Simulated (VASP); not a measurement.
# NaCl3 (Pm-3n) in VASP: notebook, part 2 of 2

VASP 6.6.1. Earlier steps stand in the parts before.

## (3) Single point, PBEsol

INCAR

```
  ALGO = Normal
  EDIFF = 1E-6
  ENCUT = 520
  GGA = PS
  ISIF = 2
  ISMEAR = 0
  LASPH = True
  LCHARG = False
  LREAL = False
  LWAVE = False
  NBANDS = 38
  NELM = 80
  PREC = Accurate
  SIGMA = 0.1
```

KPOINTS

```
k-points
0
Gamma
  4 4 4
```

POSCAR

```
NaCl3
1.0
    4.5661040899      0.0000000000      0.0000000000
    0.0000000000      4.5661040899      0.0000000000
    0.0000000000      0.0000000000      4.5661040899
Na Cl
2 6
Direct
    0.5000000000      0.5000000000      0.5000000000
    0.0000000000      0.0000000000      0.0000000000
    0.5000000000      0.0000000000      0.7500000000
    0.0000000000      0.2500000000      0.5000000000
    0.7500000000      0.5000000000      0.0000000000
    0.5000000000      0.0000000000      0.2500000000
    0.0000000000      0.7500000000      0.5000000000
    0.2500000000      0.5000000000      0.0000000000
```

Potentials or basis: VASP PAW PBE potentials, release 64 (Na_pv, Cl).

Command:

```bash
cat potpaw_PBE.64/Na_pv/POTCAR potpaw_PBE.64/Cl/POTCAR > POTCAR
mpirun -np 1 vasp_std > vasp.out
```

OUTCAR:

```text
EDIFF = 1E-6
   ENCUT = 520
   GGA = PS
   ISIF = 2
   ISMEAR = 0
   LASPH = True
   LREAL = False
   NELM = 80
   PREC = Accurate

 ion  position               nearest neighbor table
   1  0.500  0.500  0.500-   3 2.55   4 2.55   5 2.55   6 2.55   7 2.55   8 2.55   5 2.55   8 2.55
                             3 2.55   6 2.55   4 2.55   7 2.55
   2  0.000  0.000  0.000-   3 2.55   4 2.55   5 2.55   6 2.55   7 2.55   8 2.55   4 2.55   7 2.55
                             5 2.55   8 2.55   3 2.55   6 2.55
   3  0.500  0.000  0.750-   6 2.28   6 2.28   1 2.55   2 2.55   1 2.55   2 2.55
   4  0.000  0.250  0.500-   7 2.28   7 2.28   1 2.55   2 2.55   2 2.55   1 2.55
   5  0.750  0.500  0.000-   8 2.28   8 2.28   1 2.55   1 2.55   2 2.55   2 2.55
   6  0.500  0.000  0.250-   3 2.28   3 2.28   1 2.55   2 2.55   1 2.55   2 2.55
   7  0.000  0.750  0.500-   4 2.28   4 2.28   1 2.55   2 2.55   2 2.55   1 2.55
   8  0.250  0.500  0.000-   5 2.28   5 2.28   1 2.55   1 2.55   2 2.55   2 2.55

  LATTYP: Found a simple cubic cell.
 ALAT       =     4.5661040899

  Lattice vectors:

 A1 = (   4.5661040899,   0.0000000000,   0.0000000000)
 A2 = (   0.0000000000,   4.5661040899,   0.0000000000)
 A3 = (   0.0000000000,   0.0000000000,   4.5661040899)

Analysis of symmetry for initial positions (statically):
=====================================================================
 Subroutine PRICEL returns:
 Original cell was already a primitive cell.

 Routine SETGRP: Setting up the symmetry group for a
 simple cubic supercell.

 Subroutine GETGRP returns: Found 48 space group operations
 (whereof 24 operations were pure point group operations)
 out of a pool of 48 trial point group operations.

The static configuration has the point symmetry T_h .
 The point group associated with its full space group is O_h .

Analysis of symmetry for dynamics (positions and initial velocities):
=====================================================================
 Subroutine PRICEL returns:
 Original cell was already a primitive cell.

 Routine SETGRP: Setting up the symmetry group for a
 simple cubic supercell.

 Subroutine GETGRP returns: Found 48 space group operations
 (whereof 24 operations were pure point group operations)
 out of a pool of 48 trial point group operations.

The dynamic configuration has the point symmetry T_h .
 The point group associated with its full space group is O_h .

 Subroutine INISYM returns: Found 48 space group operations
 (whereof 24 operations are pure point group operations),
 and found     1 'primitive' translations

----------------------------------------------------------------------------------------

                                     Primitive cell

  volume of cell :      95.2001

  direct lattice vectors                    reciprocal lattice vectors
     4.566104090  0.000000000  0.000000000     0.219005082  0.000000000  0.000000000
     0.000000000  4.566104090  0.000000000     0.000000000  0.219005082  0.000000000
     0.000000000  0.000000000  4.566104090     0.000000000  0.000000000  0.219005082

  length of vectors
     4.566104090  4.566104090  4.566104090     0.219005082  0.219005082  0.219005082

  position of ions in fractional coordinates (direct lattice)
     0.500000000  0.500000000  0.500000000
     0.000000000  0.000000000  0.000000000
     0.500000000  0.000000000  0.750000000
[... 54 lines left out ...]
  0.500000  0.500000  0.500000      1.000000
   k-points           NKPTS =     10   k-points in BZ     NKDIM =     10   number of bands    NBANDS=     38
   number of dos      NEDOS =    301   number of ions     NIONS =      8
   total plane-waves  NPLWV =  46656
   dimension x,y,z NGX =    36 NGY =   36 NGZ =   36
   dimension x,y,z NGXF=    72 NGYF=   72 NGZF=   72
   ions per type =               2   6
   NGX,Y,Z   is equivalent  to a cutoff of  13.11, 13.11, 13.11 a.u.
   NGXF,Y,Z  is equivalent  to a cutoff of  26.21, 26.21, 26.21 a.u.
 SYSTEM =  unknown system
   PREC   = accura    normal or accurate (medium, high low for compatibility)
   ISTART =      0    job   : 0-new  1-cont  2-samecut
   ICHARG =      2    charge: 1-file 2-atom 10-const
   ISPIN  =      1    spin polarized calculation?
   LNONCOLLINEAR =      F non collinear calculations
   LSORBIT =      F    spin-orbit coupling
   LASPH  =      T    aspherical Exc in radial PAW
   ENCUT  =  520.0 eV  38.22 Ry    6.18 a.u.   8.49  8.49  8.49*2*pi/ulx,y,z
   NELM   =     80;   NELMIN=  2; NELMDL= -5     # of ELM steps
   EDIFF  = 0.1E-05   stopping-criterion for ELM
   LREAL  =      F    real-space projection
   EDIFFG = 0.1E-04   stopping-criterion for IOM
   NSW    =      0    number of steps for IOM
   IBRION =     -1    ionic relax: 0-MD 1-quasi-New 2-CG
   NFREE  =      0    steps in history (QN), initial steepest desc. (CG)
   ISIF   =      2    stress and relaxation
   ISYM   =      2    0-nonsym 1-usesym 2-fastsym
   POTIM  = 0.5000    time-step for ionic-motion
   TEBEG  =    0.0;   TEEND  =   0.0 temperature during run
   PSTRESS=    0.0 pullay stress
   NELECT =      56.0000    total number of electrons
   NUPDOWN=      -1.0000    fix difference up-down
   EMIN   =  10.00;   EMAX   =-10.00  energy-range for DOS
   EFERMI =   0.00;   METHOD = LEGACY
   ISMEAR =     0;   SIGMA  =   0.10  broadening in eV -4-tet -1-fermi 0-gaus
   EFERMI_NEDOS =   21; number of points for ismear=-14 and -15
   IALGO  =     38    algorithm
   IMIX   =      4    mixing-type and parameters
     AMIX     =   0.40;   BMIX     =  1.00
     AMIX_MAG =   1.60;   BMIX_MAG =  1.00
  volume/ion in A,a.u.               =      11.90        80.31
  Fermi-wavevector in a.u.,A,eV,Ry     =   1.371698  2.592133 25.600099  1.881554
  Thomas-Fermi vector in A             =   2.497371
   LORBIT       =      0    0 simple, 1 ext, 2 COOP (PROOUT), +10 PAW based schemes
   GGA     = PS    functional components
   LHFCALC =     F    Hartree Fock is set to
   AEXX    =    0.0000 exact exchange contribution
   IVDW    =     0    specifies the selected vdW correction
   LEPSILON=     F    determine dielectric tensor
   LRPA    =     F    only Hartree local field effects (RPA)
 non-spin polarized calculation
 Gauss-broadening in eV      SIGMA  =   0.10
  energy-cutoff  :      520.00
  volume of cell :       95.20
 maximum number of plane-waves:      2562
 NGX is ok and might be reduce to    36
   NGX = 17   NGY = 17   NGZ = 17

 number of electron      55.9999993 magnetization

 Free energy of the ion-electron system (eV)
  ---------------------------------------------------
  ext. energy  EPLUGINS =         0.00000000
  ---------------------------------------------------
  free energy    TOTEN  =       -12.46592388 eV

  energy without entropy =      -12.42509143  energy(sigma->0) =      -12.44550765

 E-fermi :   9.3113     XC(G=0): -12.1141

 val. band max:        9.2931053894   @ k =   0.2500   0.2500   0.2500
 cond. band min:       9.3440616755   @ k =   0.5000   0.5000   0.2500
 fundamental gap:      0.0509562861
 Fermi energy:         9.3113151167

 k-point     1 :       0.0000    0.0000    0.0000
  band No.  band energies     occupation
      1     -14.1779      2.00000
      2     -14.1779      2.00000
      3     -14.1779      2.00000
      4     -14.1300      2.00000
      5     -14.1300      2.00000
      6     -14.1300      2.00000
[... 399 lines left out ...]
     37      19.5622      0.00000
     38      19.5622      0.00000

------------------------ aborting loop because EDIFF is reached ----------------------------------------

  FORCE on cell =-STRESS in cart. coord.  units (eV):
  Direction    XX          YY          ZZ          XY          YZ          ZX
  --------------------------------------------------------------------------------------
  -------------------------------------------------------------------------------------
  Total       35.6762631     35.6762631     35.6762631      0.0000000      0.0000000     -0.0000000
  in kB      600.4163608    600.4163608    600.4163608      0.0000000      0.0000000     -0.0000000
  external PRESSURE =     600.4163608 kB  Pullay stress =       0.0000000 kB

 VOLUME and BASIS-vectors are now :
 -----------------------------------------------------------------------------
  energy-cutoff  :      520.00
  volume of cell :       95.20
      direct lattice vectors                 reciprocal lattice vectors
     4.566104090  0.000000000  0.000000000     0.219005082  0.000000000  0.000000000
     0.000000000  4.566104090  0.000000000     0.000000000  0.219005082  0.000000000
     0.000000000  0.000000000  4.566104090     0.000000000  0.000000000  0.219005082

 POSITION                                       TOTAL-FORCE (eV/Angst)
 -----------------------------------------------------------------------------------
      2.28305      2.28305      2.28305        -0.000000      0.000000      0.000000
      0.00000      0.00000      0.00000        -0.000000      0.000000      0.000000
      2.28305      0.00000      3.42458         0.000000     -0.000000      0.000000
      0.00000      1.14153      2.28305        -0.000000      0.000000     -0.000000
      3.42458      2.28305      0.00000        -0.000000      0.000000      0.000000
      2.28305      0.00000      1.14153        -0.000000      0.000000     -0.000000
      0.00000      3.42458      2.28305         0.000000      0.000000      0.000000
      1.14153      2.28305      0.00000         0.000000     -0.000000     -0.000000
 -----------------------------------------------------------------------------------
    total drift:                                0.000000      0.000000      0.000000

  FREE ENERGIE OF THE ION-ELECTRON SYSTEM (eV)
  ---------------------------------------------------
  free  energy   TOTEN  =       -12.4659238756 eV

  energy  without entropy=      -12.4250914313  energy(sigma->0) =      -12.44550765
```

It took 26 s on 1 thread of Intel Xeon Platinum 8488C (Sapphire Rapids), shared host; peak memory 0.2 GiB.

Results:

```yaml
Free_energy: -12.4659 eV
Pressure: 60.0 GPa
Band_gap_on_the_k_mesh: zero (band 28 reaches 11.91 eV, above the bottom of band 29 at 6.60 eV)
```

Caveat: the PAW data sets were made with another functional, which shifts forces and pressure a little.
